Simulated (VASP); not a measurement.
Wanted: the native input for a VASP 6.6.1 run.

| Property | Result |
| --- | --- |
| Task | single point |
| Functional | PBE-based screened hybrid with 35 % exact exchange |
| Potentials or basis | VASP PAW PBE potentials, release 64 (Hf_pv, O) |
| Cutoff | 520 eV |
| k mesh | 5 × 5 × 5 |
| Occupations | fermi-dirac, width 0.05 eV |
| Spin | no spin polarisation |
| Dipole correction | no |
| Grid for exact exchange (PRECFOCK) | Normal |
| Share of exact exchange | 0.35 |
| Further INCAR settings | ALGO = Normal; EDIFF = 1e-06; NBANDS = 18 |
| Screening parameter | 0.20787 1/Å |

Crystal: HfO2.

```
Hf O
1.0
     0.00000    2.55750    2.55750
     2.55750    0.00000    2.55750
     2.55750    2.55750    0.00000
Hf O
1 2
Direct
  0.00000 0.00000 0.00000
  0.75000 0.75000 0.75000
  0.25000 0.25000 0.25000
```

One way to write it, as run:

POSCAR

```
HfO2
1.0
    0.0000000000      2.5575000000      2.5575000000
    2.5575000000      0.0000000000      2.5575000000
    2.5575000000      2.5575000000      0.0000000000
Hf O
1 2
Direct
    0.0000000000      0.0000000000      0.0000000000
    0.7500000000      0.7500000000      0.7500000000
    0.2500000000      0.2500000000      0.2500000000
```

INCAR.step1

```
SYSTEM = HfO2
  PREC = Accurate
  ENCUT = 520
  EDIFF = 1E-5
  ISMEAR = -1
  SIGMA = 0.05
  LREAL = .False.
  LASPH = .True.
  NELM = 60
  ALGO = Normal
  ISIF = 2
  LWAVE = .True.
  GGA = PE
  NBANDS = 18
```

INCAR.step2

```
SYSTEM = HfO2
  PREC = Accurate
  ENCUT = 520
  EDIFF = 1E-6
  ISMEAR = -1
  SIGMA = 0.05
  LREAL = .False.
  LASPH = .True.
  NELM = 60
  ALGO = Normal
  ISIF = 2
  LWAVE = .False.
  LCHARG = .True.
  GGA = PE
  LHFCALC = .True.
  AEXX = 0.35
  HFSCREEN = 0.2078699
  PRECFOCK = Normal
  LELF = .True.
  LVHAR = .True.
  ISTART = 1
  NBANDS = 18
```

KPOINTS

```
regular mesh
0
Gamma
  5 5 5
  0 0 0
```

Potentials or basis: VASP PAW PBE potentials, release 64 (Hf_pv, O).

The run is started by

```bash
$ cat potpaw_PBE.64/Hf_pv/POTCAR potpaw_PBE.64/O/POTCAR > POTCAR
$ cp INCAR.step1 INCAR
$ mpirun -np 1 vasp_std > vasp.out
$ cp INCAR.step2 INCAR
$ mpirun -np 1 vasp_std > vasp.out
```

It gave:

The pressure is -16.0 GPa and the band gap on the k mesh is 6.27 eV (least direct gap 6.55 eV).

Caveat: the k points lie up to 0.43 Å⁻¹ apart; the PAW data sets were made with another functional, which shifts forces and pressure a little; spin-orbit coupling is left out, which moves the levels of the heavy elements; an odd mesh through Γ misses points on the zone boundary, where band edges can lie.

Run time: 27 min on 1 thread of AMD EPYC 9755 128-Core Processor, on a shared host, peak memory 0.23 GiB.
